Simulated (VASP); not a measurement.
# PbS (I4/mmm) in VASP: single point with PBE

Aim: the single point of PbS with PBE.

All numbers are computed with VASP 6.6.1; they aren't measurements. Logs are shortened: lines on timing, memory, paths and dates and some standing lists are left out, and cuts for length are marked.

**1. The cell of the first run**

It takes space group I4/mmm (No. 139, tetragonal). Conventional cell: a = 4.409 Å, b = 4.409 Å, c = 5.974 Å, α = 90.00°, β = 90.00°, γ = 90.00°. Within 3.9 Å of Pb (site symmetry 4/mmm) lie 6 S at 2.99 to 3.12 Å. Within 3.9 Å of S (site symmetry 4/mmm) lie 6 Pb at 2.99 to 3.12 Å.

**2. Single point, PBE (biaxial xy strain +4.4%)**

File INCAR:

```
PREC = Accurate ; ENCUT = 520
EDIFF = 1E-6 ; ISMEAR = -1
SIGMA = 0.02 ; LREAL = False
LASPH = True ; NELM = 80
ALGO = Normal ; ISIF = 2
LWAVE = False ; LCHARG = False
GGA = PE ; NBANDS = 17
```

File KPOINTS:

```
Automatic mesh
0
Gamma
  8 8 8
```

File POSCAR:

```
PbS
1.0
    0.0000000000      3.1177747861      2.9872327164
    3.1177747861      0.0000000000      2.9872327164
    3.1177747861      3.1177747861      0.0000000000
Pb S
1 1
Direct
    0.0000000000      0.0000000000      0.0000000000
    0.5000000000      0.5000000000      0.5000000000
```

Potentials or basis: VASP PAW PBE potentials, release 64 (Pb_d, S).

Started as:

```sh
$ cat potpaw_PBE.64/Pb_d/POTCAR potpaw_PBE.64/S/POTCAR > POTCAR
$ mpirun -np 1 vasp_std > vasp.out
```

OUTCAR:

```text
PREC = Accurate
   ENCUT = 520
   EDIFF = 1E-6
   ISMEAR = -1
   LREAL = False
   LASPH = True
   NELM = 80
   ISIF = 2
   GGA = PE

 ion  position               nearest neighbor table
   1  0.000  0.000  0.000-   2 2.99   2 2.99   2 3.12   2 3.12   2 3.12   2 3.12
   2  0.500  0.500  0.500-   1 2.99   1 2.99   1 3.12   1 3.12   1 3.12   1 3.12

  LATTYP: Found a body centered tetragonal cell.
 ALAT       =     4.4091993869
 C/A-ratio  =     1.3550000598

  Lattice vectors:

 A1 = (   0.0000000000,  -3.1177747861,  -2.9872327164)
 A2 = (   0.0000000000,   3.1177747861,  -2.9872327164)
 A3 = (   3.1177747861,   0.0000000000,   2.9872327164)

Analysis of symmetry for initial positions (statically):
=====================================================================
 Subroutine PRICEL returns:
 Original cell was already a primitive cell.

 Routine SETGRP: Setting up the symmetry group for a
 body centered tetragonal supercell.

 Subroutine GETGRP returns: Found 16 space group operations
 (whereof 16 operations were pure point group operations)
 out of a pool of 16 trial point group operations.

The static configuration has the point symmetry D_4h.

Analysis of symmetry for dynamics (positions and initial velocities):
=====================================================================
 Subroutine PRICEL returns:
 Original cell was already a primitive cell.

 Routine SETGRP: Setting up the symmetry group for a
 body centered tetragonal supercell.

 Subroutine GETGRP returns: Found 16 space group operations
 (whereof 16 operations were pure point group operations)
 out of a pool of 16 trial point group operations.

The dynamic configuration has the point symmetry D_4h.

 Subroutine INISYM returns: Found 16 space group operations
 (whereof 16 operations are pure point group operations),
 and found     1 'primitive' translations

----------------------------------------------------------------------------------------

                                     Primitive cell

  volume of cell :      58.0749

  direct lattice vectors                    reciprocal lattice vectors
     0.000000000  3.117774786  2.987232716    -0.160370788  0.160370788  0.167378992
     3.117774786  0.000000000  2.987232716     0.160370788 -0.160370788  0.167378992
     3.117774786  3.117774786  0.000000000     0.160370788  0.160370788 -0.167378992

  length of vectors
     4.317878984  4.317878984  4.409199387     0.281874629  0.281874629  0.281874629

  position of ions in fractional coordinates (direct lattice)
     0.000000000  0.000000000  0.000000000
     0.500000000  0.500000000  0.500000000

  ion indices of the primitive-cell ions
   primitive index   ion index
                 1           1
                 2           2

----------------------------------------------------------------------------------------

 KPOINTS: Automatic mesh

Automatic generation of k-mesh.
 Grid dimensions read from file:
 generate k-points for:    8    8    8

 Generating k-lattice:

  Cartesian coordinates                     Fractional coordinates (reciprocal lattice)
    -0.020046349  0.020046349  0.020922374     0.125000000  0.000000000  0.000000000
     0.020046349 -0.020046349  0.020922374     0.000000000  0.125000000  0.000000000
     0.020046349  0.020046349 -0.020922374    -0.000000000 -0.000000000  0.125000000

  Length of vectors
     0.035234329  0.035234329  0.035234329

  Shift w.r.t. Gamma in fractional coordinates (k-lattice)
     0.000000000  0.000000000  0.000000000

 Subroutine IBZKPT returns following result:
 ===========================================

 Found     59 irreducible k-points:

 Following reciprocal coordinates:
            Coordinates               Weight
  0.000000  0.000000  0.000000      1.000000
  0.125000  0.000000  0.000000      8.000000
  0.250000  0.000000  0.000000      8.000000
  0.375000  0.000000  0.000000      8.000000
  0.500000  0.000000  0.000000      4.000000
  0.125000  0.125000  0.000000      2.000000
[... 16 lines left out ...]
  0.250000  0.000000  0.125000     16.000000
  0.375000  0.000000  0.125000     16.000000
 [... further k-points ...]
   k-points           NKPTS =     59   k-points in BZ     NKDIM =     59   number of bands    NBANDS=     17
   number of dos      NEDOS =    301   number of ions     NIONS =      2
   total plane-waves  NPLWV =  36864
   dimension x,y,z NGX =    32 NGY =   32 NGZ =   36
   dimension x,y,z NGXF=    64 NGYF=   64 NGZF=   72
   ions per type =               1   1
   NGX,Y,Z   is equivalent  to a cutoff of  12.32, 12.32, 13.57 a.u.
   NGXF,Y,Z  is equivalent  to a cutoff of  24.64, 24.64, 27.15 a.u.
 SYSTEM =  unknown system
   PREC   = accura    normal or accurate (medium, high low for compatibility)
   ISTART =      0    job   : 0-new  1-cont  2-samecut
   ICHARG =      2    charge: 1-file 2-atom 10-const
   ISPIN  =      1    spin polarized calculation?
   LNONCOLLINEAR =      F non collinear calculations
   LSORBIT =      F    spin-orbit coupling
   LASPH  =      T    aspherical Exc in radial PAW
   ENCUT  =  520.0 eV  38.22 Ry    6.18 a.u.   8.03  8.03  8.20*2*pi/ulx,y,z
   NELM   =     80;   NELMIN=  2; NELMDL= -5     # of ELM steps
   EDIFF  = 0.1E-05   stopping-criterion for ELM
   LREAL  =      F    real-space projection
   EDIFFG = 0.1E-04   stopping-criterion for IOM
   NSW    =      0    number of steps for IOM
   IBRION =     -1    ionic relax: 0-MD 1-quasi-New 2-CG
   NFREE  =      0    steps in history (QN), initial steepest desc. (CG)
   ISIF   =      2    stress and relaxation
   ISYM   =      2    0-nonsym 1-usesym 2-fastsym
   POTIM  = 0.5000    time-step for ionic-motion
   TEBEG  =    0.0;   TEEND  =   0.0 temperature during run
   PSTRESS=    0.0 pullay stress
   NELECT =      20.0000    total number of electrons
   NUPDOWN=      -1.0000    fix difference up-down
   EMIN   =  10.00;   EMAX   =-10.00  energy-range for DOS
   EFERMI =   0.00;   METHOD = LEGACY
   ISMEAR =    -1;   SIGMA  =   0.02  broadening in eV -4-tet -1-fermi 0-gaus
   EFERMI_NEDOS =   21; number of points for ismear=-14 and -15
   IALGO  =     38    algorithm
   IMIX   =      4    mixing-type and parameters
     AMIX     =   0.40;   BMIX     =  1.00
     AMIX_MAG =   1.60;   BMIX_MAG =  1.00
  volume/ion in A,a.u.               =      29.04       195.95
  Fermi-wavevector in a.u.,A,eV,Ry     =   1.147507  2.168474 17.915773  1.316772
  Thomas-Fermi vector in A             =   2.284186
   LORBIT       =      0    0 simple, 1 ext, 2 COOP (PROOUT), +10 PAW based schemes
   GGA     = PE    functional components
   LHFCALC =     F    Hartree Fock is set to
   AEXX    =    0.0000 exact exchange contribution
   IVDW    =     0    specifies the selected vdW correction
   LEPSILON=     F    determine dielectric tensor
   LRPA    =     F    only Hartree local field effects (RPA)
 non-spin polarized calculation
  energy-cutoff  :      520.00
  volume of cell :       58.07
 maximum number of plane-waves:      1588
   NGX = 17   NGY = 17   NGZ = 17

 number of electron      19.9999998 magnetization

 Free energy of the ion-electron system (eV)
  ---------------------------------------------------
  ext. energy  EPLUGINS =         0.00000000
  ---------------------------------------------------
  free energy    TOTEN  =        -8.71251042 eV

  energy without entropy =       -8.71251041  energy(sigma->0) =       -8.71251042

 E-fermi :   4.7650     XC(G=0):  -9.1849

 val. band max:        4.4359493575   @ k =   0.5000   0.0000   0.0000
 cond. band min:       5.0932375150   @ k =   0.5000   0.0000   0.0000
 fundamental gap:      0.6572881575
 Fermi energy:         4.7650206680

 k-point     1 :       0.0000    0.0000    0.0000
  band No.  band energies     occupation
      1     -12.2117      2.00000
      2     -12.1986      2.00000
      3     -12.1937      2.00000
      4     -12.1937      2.00000
      5     -12.1674      2.00000
      6      -8.2141      2.00000
[... 9 lines left out ...]
     16      11.6464      0.00000
     17      12.8044      0.00000

 k-point     2 :       0.1250    0.0000    0.0000
  band No.  band energies     occupation
      1     -12.2103      2.00000
      2     -12.2002      2.00000
      3     -12.1919      2.00000
      4     -12.1895      2.00000
      5     -12.1689      2.00000
      6      -8.1030      2.00000
[... 9 lines left out ...]
     16      11.8701      0.00000
     17      13.7900      0.00000

 k-point     3 :       0.2500    0.0000    0.0000
  band No.  band energies     occupation
      1     -12.2081      2.00000
      2     -12.2057      2.00000
      3     -12.1889      2.00000
      4     -12.1779      2.00000
      5     -12.1704      2.00000
      6      -7.7989      2.00000
[... 9 lines left out ...]
     16      12.6280      0.00000
     17      15.5445      0.00000

 k-point     4 :       0.3750    0.0000    0.0000
  band No.  band energies     occupation
      1     -12.2114      2.00000
      2     -12.2075      2.00000
      3     -12.1894      2.00000
      4     -12.1669      2.00000
      5     -12.1659      2.00000
      6      -7.4168      2.00000
[... 9 lines left out ...]
     16      13.8430      0.00000
     17      15.8098      0.00000

 k-point     5 :       0.5000    0.0000    0.0000
  band No.  band energies     occupation
      1     -12.2138      2.00000
      2     -12.2077      2.00000
      3     -12.1902      2.00000
      4     -12.1644      2.00000
      5     -12.1610      2.00000
      6      -7.2196      2.00000
[... 9 lines left out ...]
     16      14.8880      0.00000
     17      14.9215      0.00000

 k-point     6 :       0.1250    0.1250    0.0000
  band No.  band energies     occupation
      1     -12.2143      2.00000
      2     -12.1956      2.00000
      3     -12.1877      2.00000
      4     -12.1877      2.00000
      5     -12.1728      2.00000
      6      -8.0536      2.00000
[... 9 lines left out ...]
     16      12.4353      0.00000
     17      13.0672      0.00000

 k-point     7 :       0.2500    0.1250    0.0000
  band No.  band energies     occupation
      1     -12.2149      2.00000
      2     -12.1975      2.00000
      3     -12.1848      2.00000
      4     -12.1777      2.00000
      5     -12.1769      2.00000
      6      -7.8003      2.00000
[... 9 lines left out ...]
     16      13.2938      0.00000
     17      14.3788      0.00000

 k-point     8 :       0.3750    0.1250    0.0000
  band No.  band energies     occupation
      1     -12.2131      2.00000
      2     -12.2031      2.00000
      3     -12.1918      2.00000
      4     -12.1724      2.00000
      5     -12.1649      2.00000
      6      -7.4320      2.00000
[... 9 lines left out ...]
     16      14.4148      0.00000
     17      15.6857      0.00000
[... 203 lines left out ...]
      1     -12.2510      2.00000
      2     -12.2254      2.00000
      3     -12.1823      2.00000
      4     -12.1550      2.00000
      5     -12.1533      2.00000
      6      -6.8902      2.00000
[... 9 lines left out ...]
     16      15.9361      0.00000
     17      16.0508      0.00000

 k-point    20 :      -0.3750    0.3750    0.0000
  band No.  band energies     occupation
      1     -12.2414      2.00000
      2     -12.2158      2.00000
      3     -12.1886      2.00000
      4     -12.1611      2.00000
      5     -12.1565      2.00000
      6      -6.8746      2.00000
[... 9 lines left out ...]
     16      15.0672      0.00000
     17      17.1670      0.00000

 k-point    21 :       0.5000    0.5000    0.0000
  band No.  band energies     occupation
      1     -12.2627      2.00000
      2     -12.2297      2.00000
      3     -12.1783      2.00000
      4     -12.1505      2.00000
      5     -12.1505      2.00000
      6      -6.8263      2.00000
[... 9 lines left out ...]
     16      15.9891      0.00000
     17      16.6956      0.00000

 k-point    22 :       0.1250    0.0000    0.1250
  band No.  band energies     occupation
      1     -12.2072      2.00000
      2     -12.2028      2.00000
      3     -12.1959      2.00000
      4     -12.1874      2.00000
      5     -12.1684      2.00000
      6      -8.0713      2.00000
[... 9 lines left out ...]
     16      12.5206      0.00000
     17      13.2768      0.00000

 k-point    23 :       0.2500    0.0000    0.1250
  band No.  band energies     occupation
      1     -12.2097      2.00000
      2     -12.2034      2.00000
      3     -12.1944      2.00000
      4     -12.1806      2.00000
      5     -12.1683      2.00000
      6      -7.8358      2.00000
[... 9 lines left out ...]
     16      13.2229      0.00000
     17      14.4223      0.00000

 k-point    24 :       0.3750    0.0000    0.1250
  band No.  band energies     occupation
      1     -12.2162      2.00000
      2     -12.2025      2.00000
      3     -12.1891      2.00000
      4     -12.1768      2.00000
      5     -12.1638      2.00000
      6      -7.4766      2.00000
[... 9 lines left out ...]
     16      14.2557      0.00000
     17      15.6938      0.00000

 [... further k-points ...]

------------------------ aborting loop because EDIFF is reached ----------------------------------------

  FORCE on cell =-STRESS in cart. coord.  units (eV):
  Direction    XX          YY          ZZ          XY          YZ          ZX
  --------------------------------------------------------------------------------------
  -------------------------------------------------------------------------------------
  Total       -1.4996230     -1.4996230     -0.2160134      0.0000000     -0.0000000     -0.0000000
  in kB      -41.3717746    -41.3717746     -5.9594023      0.0000000     -0.0000000     -0.0000000
  external PRESSURE =     -29.5676505 kB  Pullay stress =       0.0000000 kB

 VOLUME and BASIS-vectors are now :
 -----------------------------------------------------------------------------
  energy-cutoff  :      520.00
  volume of cell :       58.07
      direct lattice vectors                 reciprocal lattice vectors
     0.000000000  3.117774786  2.987232716    -0.160370788  0.160370788  0.167378992
     3.117774786  0.000000000  2.987232716     0.160370788 -0.160370788  0.167378992
     3.117774786  3.117774786  0.000000000     0.160370788  0.160370788 -0.167378992

 POSITION                                       TOTAL-FORCE (eV/Angst)
 -----------------------------------------------------------------------------------
      0.00000      0.00000      0.00000         0.000000     -0.000000      0.000000
      3.11777      3.11777      2.98723        -0.000000      0.000000      0.000000
 -----------------------------------------------------------------------------------
    total drift:                                0.000000     -0.000000     -0.000000

  FREE ENERGIE OF THE ION-ELECTRON SYSTEM (eV)
  ---------------------------------------------------
  free  energy   TOTEN  =        -8.7125104157 eV

  energy  without entropy=       -8.7125104149  energy(sigma->0) =       -8.71251042
```

Run time: 29 s. Hardware: 1 thread of AMD EPYC 9R45 (Zen 5), shared host; peak memory 0.19 GiB.

What came out:

```
Free energy            : -8.7125 eV
Pressure               : -3.0 GPa
Band gap on the k mesh : 0.66 eV, direct
```

Levels at points of the mesh, in eV from the valence-band top:
```tsv
k point	band 8	band 9	band 10	band 11	band 12	band 13
(0.00, 0.00, 0.00)	-1.85	-1.51	-1.51	4.67	4.67	5.56
(0.50, 0.00, 0.00)	-1.33	-1.28	0.00	0.66	2.10	2.35
(0.50, 0.50, 0.00)	-4.33	-2.77	-2.77	4.26	5.19	5.19
(0.50, 0.00, 0.50)	-4.25	-2.91	-2.50	4.42	5.00	5.11
```

Caveat: the cell differs from its parent crystal (biaxial xy strain +4.4%); spin-orbit coupling is left out, which moves the levels of the heavy elements. A k mesh can miss the band edges.
